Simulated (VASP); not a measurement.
Wanted: the native input for a VASP 6.6.1 run.

```
Task                   : single point
Functional             : PBE
Potentials or basis    : VASP PAW PBE potentials, release 64 (Er_3, Se), 4f in core
Cutoff                 : 500 eV
k mesh                 : 4 × 4 × 4
Occupations            : gaussian, width 0.1 eV
Spin                   : no spin polarisation
Dipole correction      : no
Further INCAR settings : ALGO = Normal; EDIFF = 1e-06; NBANDS = 43
```

The structure of Er3Se lies in POSCAR:

```
Er3Se
1.0
    6.1305741400      0.0000000000      0.0000000000
    0.0000000000      6.1305741400      0.0000000000
    0.0000000000      0.0000000000      6.1305741400
Er Se
6 2
Direct
    0.2500000000      0.0000000000      0.5000000000
    0.5000000000      0.7500000000      0.0000000000
    0.7500000000      0.0000000000      0.5000000000
    0.5000000000      0.2500000000      0.0000000000
    0.0000000000      0.5000000000      0.7500000000
    0.0000000000      0.5000000000      0.2500000000
    0.0000000000      0.0000000000      0.0000000000
    0.5000000000      0.5000000000      0.5000000000
```

The cell was generated, and may not be a known phase.

One way to write it, as run:

INCAR

```
SYSTEM = Er3Se
  PREC = Accurate
  ENCUT = 500
  EDIFF = 1E-6
  ISMEAR = 0
  SIGMA = 0.1
  LREAL = .FALSE.
  LASPH = .TRUE.
  NELM = 200
  ALGO = Normal
  ISIF = 2
  LWAVE = .FALSE.
  LCHARG = .FALSE.
  GGA = PE
  NBANDS = 43
  GGA_COMPAT = .FALSE.
  LMAXMIX = 6
```

KPOINTS

```
Automatic mesh
0
G
  4 4 4
  0 0 0
```

Potentials or basis: VASP PAW PBE potentials, release 64 (Er_3, Se), 4f in core.

The run is started by

```console
$ cat potpaw_PBE.64/Er_3/POTCAR potpaw_PBE.64/Se/POTCAR > POTCAR
$ mpirun -np 1 vasp_std > vasp.out
```

It gave:

```
Pressure               : -3.1 GPa
Band gap on the k mesh : zero (bands 33 and 34 overlap by 1.09 eV)
```

Caveat: the cell stands under tension; spin-orbit coupling is left out, which moves the levels of the heavy elements; the 4f electrons are frozen in the core, so they carry no moment and show no levels; the run has no spin polarisation, though such a crystal can be magnetic.

Wall time 2.7 min on 1 thread of Intel(R) Xeon(R) Platinum 8375C CPU @ 2.90GHz (Ice Lake), on a shared host, peak memory 0.35 GiB.
